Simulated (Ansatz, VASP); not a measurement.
## C in VASP and in Ansatz

INCAR

```
SYSTEM = C
ALGO     = Normal         ! electronic algorithm
EDIFF    = 1E-6           ! SCF threshold, eV
ENCUT    = 520            ! plane-wave cutoff, eV
GGA      = PE             ! functional
ISIF     = 2              ! what is computed and relaxed
ISMEAR   = 1              ! smearing method
LASPH    = .True.         ! aspherical terms in the spheres
LCHARG   = .False.        ! write CHGCAR
LREAL    = .False.        ! projectors in reciprocal space
LWAVE    = .False.        ! write WAVECAR
NBANDS   = 11             ! bands
NELM     = 100            ! most SCF steps
PREC     = Accurate       ! precision mode
SIGMA    = 0.025          ! smearing width, eV
```

File KPOINTS:

```
k-points
0
Gamma
  18 18 18
  0 0 0
```

POSCAR

```
C
1.0
    0.0000000000      1.7555413604      1.7555413604
    1.7555413604      0.0000000000      1.7555413604
    1.7555413604      1.7555413604      0.0000000000
C
2
Direct
   -0.1250000000     -0.1250000000     -0.1250000000
    0.1250000000      0.1250000000      0.1250000000
```

Input for Ansatz:

```yaml
crystal:
  lattice:
    - [0.0, 1.7555413604, 1.7555413604]
    - [1.7555413604, 0.0, 1.7555413604]
    - [1.7555413604, 1.7555413604, 0.0]
  atoms:
    - { symbol: C, position: [-0.125, -0.125, -0.125] }
    - { symbol: C, position: [0.125, 0.125, 0.125] }
kpoints:
  mp_grid: { grid: [18, 18, 18] }
scf:
  occupations: { method: cold, width: 0.025 }
hamiltonian:
  xc: pbe
  pseudopotentials: { kind: paw }
output:
  forces: true
  stress: true
  eigenvalues: true
  populations: true
```

Alike in both runs: task single point; functional PBE; k mesh 18 × 18 × 18; no spin polarisation.

|  | VASP | Ansatz |
| --- | --- | --- |
| version | VASP 6.6.1 | Ansatz 0.2.0 |
| potentials or method | VASP PAW PBE potentials, release 64 (C) | PAW with Ansatz's default frozen-core files, scalar-relativistic |
| plane-wave cutoff (eV) | 520 | 420 |
| occupations | methfessel-paxton of order 1, width 0.025 eV | cold, width 0.025 eV |
| valence electrons in the cell | 8 | 8 |

Ansatz gave:

* gap on the k mesh at the Fermi level (eV): 4.26
* pressure (GPa): 24.4

**Question.** Which values does VASP return?

**Answer.** gap on the k mesh at the Fermi level (eV): 4.25; pressure (GPa): 25.3.
